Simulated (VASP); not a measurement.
A run of VASP 6.6.1 is set up as follows.

File INCAR:

```
ALGO = Normal
EDIFF = 1E-7
ENCUT = 520
GGA = PE
ISIF = 2
ISMEAR = 0
IVDW = 12
LASPH = True
LCHARG = False
LREAL = False
LWAVE = False
NBANDS = 35
NELM = 80
PREC = Accurate
SIGMA = 0.02
```

Contents of KPOINTS:

```
k-points
0
Gamma
  12 12 4
```

The input POSCAR:

```
WS2
1.0
    3.1199251124      0.0000000000      0.0000000000
   -1.5599625562      2.7019344053      0.0000000000
    0.0000000000      0.0000000000     11.6638320195
W S
2 4
Direct
    0.3333333333      0.6666666667      0.2500000000
    0.6666666667      0.3333333333      0.7500000000
    0.3333333333      0.6666666667      0.6146983132
    0.6666666667      0.3333333333      0.1146983132
    0.3333333333      0.6666666667      0.8853016868
    0.6666666667      0.3333333333      0.3853016868
```

Potentials or basis: VASP PAW PBE potentials, release 64 (W_sv, S).

Launch:

```console
$ cat potpaw_PBE.64/W_sv/POTCAR potpaw_PBE.64/S/POTCAR > POTCAR
$ mpirun -np 1 vasp_std > vasp.out
```

**Question.** Estimate the pressure.

**Answer.** 4.3 GPa.

**Question.** Predict the band gap on the k mesh.

**Answer.** 0.66 eV (least direct gap 1.92 eV).

Caveat: the cell stands under pressure; spin-orbit coupling is left out, which moves the levels of the heavy elements. A k mesh can miss the band edges.
